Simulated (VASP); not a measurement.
# Ta2N (P-31m) in VASP: single point with LDA

Aim: the single point of Ta2N with LDA.

All numbers are computed with VASP 6.6.1; they aren't measurements. Logs are shortened: lines on timing, memory, paths and dates and some standing lists are left out, and cuts for length are marked.

### Step 1. The cell of the first run

Symmetry: P-31m, No. 162, trigonal system. The conventional cell has a = 5.229 Å, b = 5.229 Å, c = 4.886 Å, α = 90.00°, β = 90.00°, γ = 120.00°. Within 2.8 Å of Ta (site symmetry m) lie 3 N at 2.12 to 2.14 Å. N (site symmetry 32) has 6 Ta at 2.14 Å within 2.8 Å. N (site symmetry -3m) has 6 Ta at 2.12 Å within 2.8 Å.

### Step 2. Single point, LDA

File INCAR:

```
SYSTEM = Ta2N
PREC     = Accurate       ! precision mode
ENCUT    = 520            ! plane-wave cutoff, eV
EDIFF    = 1E-6           ! SCF threshold, eV
ISMEAR   = -1             ! smearing method
SIGMA    = 0.15           ! smearing width, eV
LREAL    = .False.        ! projectors in reciprocal space
LASPH    = .True.         ! aspherical terms in the spheres
NELM     = 80             ! most SCF steps
ALGO     = Normal         ! electronic algorithm
ISIF     = 2              ! what is computed and relaxed
LWAVE    = .False.        ! write WAVECAR
LCHARG   = .False.        ! write CHGCAR
GGA      = CA             ! functional
NBANDS   = 50             ! bands
```

File KPOINTS:

```
Automatic mesh
0
Gamma
  12 12 8
  0 0 0
```

File POSCAR:

```
Ta2N
1.0
    5.2289405949      0.0000000000      0.0000000000
   -2.6144702974      4.5283953901      0.0000000000
    0.0000000000      0.0000000000      4.8859305182
Ta N
6 3
Direct
    0.6669978863      0.6669978863      0.7525760539
    0.0000000000      0.3330021137      0.7525760539
    0.3330021137      0.0000000000      0.7525760539
    0.3330021137      0.3330021137      0.2474239461
    0.0000000000      0.6669978863      0.2474239461
    0.6669978863      0.0000000000      0.2474239461
    0.6666666667      0.3333333333      0.5000000000
    0.3333333333      0.6666666667      0.5000000000
    0.0000000000      0.0000000000      0.0000000000
```

Potentials or basis: VASP PAW LDA potentials, release 64 (Ta_pv, N).

The run is started by

```bash
$ cat potpaw_LDA.64/Ta_pv/POTCAR potpaw_LDA.64/N/POTCAR > POTCAR
$ mpirun -np 1 vasp_std > vasp.out
```

OUTCAR:

```text
SYSTEM = Ta2N
   PREC = Accurate
   ENCUT = 520
   EDIFF = 1E-6
   ISMEAR = -1
   LREAL = .False.
   LASPH = .True.
   NELM = 80
   ISIF = 2
   GGA = CA

 ion  position               nearest neighbor table
   1  0.667  0.667  0.753-   9 2.12   8 2.14   7 2.14   5 2.98   6 2.98   4 2.98   3 3.02   2 3.02
                             3 3.02   2 3.02   2 3.02   3 3.02   5 3.02   6 3.02   4 3.02
   2  0.000  0.333  0.753-   9 2.12   7 2.14   8 2.14   4 2.98   6 2.98   5 2.98   3 3.02   1 3.02
                             1 3.02   3 3.02   1 3.02   3 3.02   4 3.02   6 3.02   5 3.02
   3  0.333  0.000  0.753-   9 2.12   8 2.14   7 2.14   4 2.98   5 2.98   6 2.98   2 3.02   1 3.02
                             1 3.02   2 3.02   2 3.02   1 3.02   4 3.02   5 3.02   6 3.02
   4  0.333  0.333  0.247-   9 2.12   7 2.14   8 2.14   2 2.98   3 2.98   1 2.98   6 3.02   5 3.02
                             6 3.02   5 3.02   5 3.02   6 3.02   2 3.02   3 3.02   1 3.02
   5  0.000  0.667  0.247-   9 2.12   8 2.14   7 2.14   1 2.98   3 2.98   2 2.98   6 3.02   4 3.02
                             4 3.02   6 3.02   4 3.02   6 3.02   1 3.02   3 3.02   2 3.02
   6  0.667  0.000  0.247-   9 2.12   7 2.14   8 2.14   1 2.98   2 2.98   3 2.98   5 3.02   4 3.02
                             4 3.02   5 3.02   5 3.02   4 3.02   1 3.02   2 3.02   3 3.02
   7  0.667  0.333  0.500-   2 2.14   6 2.14   3 2.14   5 2.14   4 2.14   1 2.14
   8  0.333  0.667  0.500-   5 2.14   3 2.14   6 2.14   2 2.14   1 2.14   4 2.14
   9  0.000  0.000  0.000-   3 2.12   6 2.12   5 2.12   2 2.12   1 2.12   4 2.12

  LATTYP: Found a hexagonal cell.
 ALAT       =     5.2289405949
 C/A-ratio  =     0.9344016115

  Lattice vectors:

 A1 = (   5.2289405949,   0.0000000000,   0.0000000000)
 A2 = (  -2.6144702974,   4.5283953901,   0.0000000000)
 A3 = (   0.0000000000,   0.0000000000,   4.8859305182)

Analysis of symmetry for initial positions (statically):
=====================================================================
 Subroutine PRICEL returns:
 Original cell was already a primitive cell.

 Routine SETGRP: Setting up the symmetry group for a
 hexagonal supercell.

 Subroutine GETGRP returns: Found 12 space group operations
 (whereof 12 operations were pure point group operations)
 out of a pool of 24 trial point group operations.

The static configuration has the point symmetry D_3d.

Analysis of symmetry for dynamics (positions and initial velocities):
=====================================================================
 Subroutine PRICEL returns:
 Original cell was already a primitive cell.

 Routine SETGRP: Setting up the symmetry group for a
 hexagonal supercell.

 Subroutine GETGRP returns: Found 12 space group operations
 (whereof 12 operations were pure point group operations)
 out of a pool of 24 trial point group operations.

The dynamic configuration has the point symmetry D_3d.

 Subroutine INISYM returns: Found 12 space group operations
 (whereof 12 operations are pure point group operations),
 and found     1 'primitive' translations

----------------------------------------------------------------------------------------

                                     Primitive cell

  volume of cell :     115.6925

  direct lattice vectors                    reciprocal lattice vectors
     5.228940595  0.000000000  0.000000000     0.191243328  0.110414387  0.000000000
    -2.614470297  4.528395390  0.000000000     0.000000000  0.220828774  0.000000000
     0.000000000  0.000000000  4.885930518     0.000000000  0.000000000  0.204669304

  length of vectors
     5.228940595  5.228940595  4.885930518     0.220828774  0.220828774  0.204669304

  position of ions in fractional coordinates (direct lattice)
     0.666997886  0.666997886  0.752576054
     0.000000000  0.333002114  0.752576054
     0.333002114  0.000000000  0.752576054
     0.333002114  0.333002114  0.247423946
     0.000000000  0.666997886  0.247423946
     0.666997886  0.000000000  0.247423946
     0.666666667  0.333333333  0.500000000
     0.333333333  0.666666667  0.500000000
     0.000000000  0.000000000  0.000000000

  ion indices of the primitive-cell ions
   primitive index   ion index
                 1           1
                 2           2
                 3           3
                 4           4
                 5           5
                 6           6
                 7           7
                 8           8
                 9           9

----------------------------------------------------------------------------------------

 KPOINTS: Automatic mesh

Automatic generation of k-mesh.
 Grid dimensions read from file:
 generate k-points for:   12   12    8

 Generating k-lattice:

  Cartesian coordinates                     Fractional coordinates (reciprocal lattice)
     0.015936944  0.009201199  0.000000000     0.083333333  0.000000000  0.000000000
     0.000000000  0.018402398  0.000000000     0.000000000  0.083333333  0.000000000
     0.000000000  0.000000000  0.025583663     0.000000000  0.000000000  0.125000000

  Length of vectors
     0.018402398  0.018402398  0.025583663

  Shift w.r.t. Gamma in fractional coordinates (k-lattice)
     0.000000000  0.000000000  0.000000000

 Subroutine IBZKPT returns following result:
 ===========================================

 Found    131 irreducible k-points:

 Following reciprocal coordinates:
            Coordinates               Weight
  0.000000  0.000000  0.000000      1.000000
  0.083333 -0.000000  0.000000      6.000000
  0.166667  0.000000  0.000000      6.000000
  0.250000 -0.000000  0.000000      6.000000
  0.333333 -0.000000  0.000000      6.000000
  0.416667 -0.000000  0.000000      6.000000
[... 16 lines left out ...]
  0.250000 -0.000000  0.125000     12.000000
  0.333333 -0.000000  0.125000     12.000000
 [... further k-points ...]
   k-points           NKPTS =    131   k-points in BZ     NKDIM =    131   number of bands    NBANDS=     50
   number of dos      NEDOS =    301   number of ions     NIONS =      9
   total plane-waves  NPLWV =  57600
   dimension x,y,z NGX =    40 NGY =   40 NGZ =   36
   dimension x,y,z NGXF=    80 NGYF=   80 NGZF=   72
   ions per type =               6   3
   NGX,Y,Z   is equivalent  to a cutoff of  12.72, 12.72, 12.25 a.u.
   NGXF,Y,Z  is equivalent  to a cutoff of  25.43, 25.43, 24.50 a.u.
 SYSTEM =  Ta2N
   PREC   = accura    normal or accurate (medium, high low for compatibility)
   ISTART =      0    job   : 0-new  1-cont  2-samecut
   ICHARG =      2    charge: 1-file 2-atom 10-const
   ISPIN  =      1    spin polarized calculation?
   LNONCOLLINEAR =      F non collinear calculations
   LSORBIT =      F    spin-orbit coupling
   LASPH  =      T    aspherical Exc in radial PAW
   ENCUT  =  520.0 eV  38.22 Ry    6.18 a.u.   9.72  9.72  9.08*2*pi/ulx,y,z
   NELM   =     80;   NELMIN=  2; NELMDL= -5     # of ELM steps
   EDIFF  = 0.1E-05   stopping-criterion for ELM
   LREAL  =      F    real-space projection
   EDIFFG = 0.1E-04   stopping-criterion for IOM
   NSW    =      0    number of steps for IOM
   IBRION =     -1    ionic relax: 0-MD 1-quasi-New 2-CG
   NFREE  =      0    steps in history (QN), initial steepest desc. (CG)
   ISIF   =      2    stress and relaxation
   ISYM   =      2    0-nonsym 1-usesym 2-fastsym
   POTIM  = 0.5000    time-step for ionic-motion
   TEBEG  =    0.0;   TEEND  =   0.0 temperature during run
   PSTRESS=    0.0 pullay stress
   NELECT =      81.0000    total number of electrons
   NUPDOWN=      -1.0000    fix difference up-down
   EMIN   =  10.00;   EMAX   =-10.00  energy-range for DOS
   EFERMI =   0.00;   METHOD = LEGACY
   ISMEAR =    -1;   SIGMA  =   0.15  broadening in eV -4-tet -1-fermi 0-gaus
   EFERMI_NEDOS =   21; number of points for ismear=-14 and -15
   IALGO  =     38    algorithm
   IMIX   =      4    mixing-type and parameters
     AMIX     =   0.40;   BMIX     =  1.00
     AMIX_MAG =   1.60;   BMIX_MAG =  1.00
  volume/ion in A,a.u.               =      12.85        86.75
  Fermi-wavevector in a.u.,A,eV,Ry     =   1.453677  2.747052 28.751535  2.113178
  Thomas-Fermi vector in A             =   2.570916
   LORBIT       =      0    0 simple, 1 ext, 2 COOP (PROOUT), +10 PAW based schemes
   GGA     = CA    functional components
   LHFCALC =     F    Hartree Fock is set to
   AEXX    =    0.0000 exact exchange contribution
   IVDW    =     0    specifies the selected vdW correction
   LEPSILON=     F    determine dielectric tensor
   LRPA    =     F    only Hartree local field effects (RPA)
 non-spin polarized calculation
  energy-cutoff  :      520.00
  volume of cell :      115.69
 maximum number of plane-waves:      3175
   NGX = 19   NGY = 19   NGZ = 19

 number of electron      81.0000008 magnetization

 Free energy of the ion-electron system (eV)
  ---------------------------------------------------
  ext. energy  EPLUGINS =         0.00000000
  ---------------------------------------------------
  free energy    TOTEN  =      -114.19939876 eV

  energy without entropy =     -113.95715981  energy(sigma->0) =     -114.07827928

 E-fermi :   7.6918     XC(G=0): -13.3442

 val. band max:        7.6911583288   @ k =   0.5000  -0.0000   0.3750
 cond. band min:       7.6931878342   @ k =   0.2500  -0.0000   0.0000
 fundamental gap:      0.0020295054
 Fermi energy:         7.6917943676

 k-point     1 :       0.0000    0.0000    0.0000
  band No.  band energies     occupation
      1     -27.8776      2.00000
      2     -27.4411      2.00000
      3     -27.2470      2.00000
      4     -27.2470      2.00000
      5     -27.2322      2.00000
      6     -27.2322      2.00000
[... 42 lines left out ...]
     49      10.9651      0.00000
     50      11.3812      0.00000

 k-point     2 :       0.0833   -0.0000    0.0000
  band No.  band energies     occupation
      1     -27.8700      2.00000
      2     -27.4512      2.00000
      3     -27.2800      2.00000
      4     -27.2778      2.00000
      5     -27.2356      2.00000
      6     -27.2084      2.00000
[... 42 lines left out ...]
     49      11.0178      0.00000
     50      11.0494      0.00000

 k-point     3 :       0.1667    0.0000    0.0000
  band No.  band energies     occupation
      1     -27.8475      2.00000
      2     -27.4739      2.00000
      3     -27.3186      2.00000
      4     -27.3037      2.00000
      5     -27.2660      2.00000
      6     -27.1794      2.00000
[... 42 lines left out ...]
     49      10.5939      0.00000
     50      11.1957      0.00000

 k-point     4 :       0.2500   -0.0000    0.0000
  band No.  band energies     occupation
      1     -27.8120      2.00000
      2     -27.4986      2.00000
      3     -27.3395      2.00000
      4     -27.3098      2.00000
      5     -27.3014      2.00000
      6     -27.1806      2.00000
[... 999 lines left out ...]
 k-point    23 :       0.2500   -0.0000    0.1250
  band No.  band energies     occupation
      1     -27.7895      2.00000
      2     -27.5283      2.00000
      3     -27.3872      2.00000
      4     -27.3348      2.00000
      5     -27.2488      2.00000
      6     -27.1687      2.00000
[... 42 lines left out ...]
     49      10.8445      0.00000
     50      11.1034      0.00000

 k-point    24 :       0.3333   -0.0000    0.1250
  band No.  band energies     occupation
      1     -27.7584      2.00000
      2     -27.5422      2.00000
      3     -27.3928      2.00000
      4     -27.3387      2.00000
      5     -27.2475      2.00000
      6     -27.2076      2.00000
[... 42 lines left out ...]
     49      10.8410      0.00000
     50      11.2970      0.00000

 [... further k-points ...]

------------------------ aborting loop because EDIFF is reached ----------------------------------------

  FORCE on cell =-STRESS in cart. coord.  units (eV):
  Direction    XX          YY          ZZ          XY          YZ          ZX
  --------------------------------------------------------------------------------------
  -------------------------------------------------------------------------------------
  Total        1.1280221      1.1280221      1.1511905      0.0000000      0.0000000      0.0000000
  in kB       15.6215038     15.6215038     15.9423536      0.0000000      0.0000000      0.0000000
  external PRESSURE =      15.7284537 kB  Pullay stress =       0.0000000 kB

 VOLUME and BASIS-vectors are now :
 -----------------------------------------------------------------------------
  energy-cutoff  :      520.00
  volume of cell :      115.69
      direct lattice vectors                 reciprocal lattice vectors
     5.228940595  0.000000000  0.000000000     0.191243328  0.110414387  0.000000000
    -2.614470297  4.528395390  0.000000000     0.000000000  0.220828774  0.000000000
     0.000000000  0.000000000  4.885930518     0.000000000  0.000000000  0.204669304

 POSITION                                       TOTAL-FORCE (eV/Angst)
 -----------------------------------------------------------------------------------
      1.74385      3.02043      3.67703        -0.002394     -0.004147      0.014893
     -0.87062      1.50797      3.67703        -0.002394      0.004147      0.014893
      1.74125      0.00000      3.67703         0.004789      0.000000      0.014893
      0.87062      1.50797      1.20890         0.002394      0.004147     -0.014893
     -1.74385      3.02043      1.20890         0.002394     -0.004147     -0.014893
      3.48769      0.00000      1.20890        -0.004789     -0.000000     -0.014893
      2.61447      1.50947      2.44297         0.000000     -0.000000      0.000000
     -0.00000      3.01893      2.44297         0.000000      0.000000      0.000000
      0.00000      0.00000      0.00000         0.000000      0.000000      0.000000
 -----------------------------------------------------------------------------------
    total drift:                               -0.000000     -0.000000      0.000000

  FREE ENERGIE OF THE ION-ELECTRON SYSTEM (eV)
  ---------------------------------------------------
  free  energy   TOTEN  =      -114.1993987582 eV

  energy  without entropy=     -113.9571598102  energy(sigma->0) =     -114.07827928
```

Wall time 19 min (1 thread of Oxide Virtual Turin-like, shared host); peak memory 0.55 GiB.

What came out:

```
Free energy            : -114.1994 eV
Pressure               : 1.6 GPa
Largest force          : 0.016 eV/Å
Band gap on the k mesh : zero (an odd number of electrons rules out a gap without spin polarisation)
```

Forces in eV/Å, atoms in the order of the input:
```
Ta  -0.002 -0.004  0.015
Ta  -0.002  0.004  0.015
Ta   0.005  0.000  0.015
Ta   0.002  0.004 -0.015
Ta   0.002 -0.004 -0.015
Ta  -0.005  0.000 -0.015
N    0.000  0.000  0.000
N    0.000  0.000  0.000
N    0.000  0.000  0.000
```

Caveat: spin-orbit coupling is left out, which moves the levels of the heavy elements.
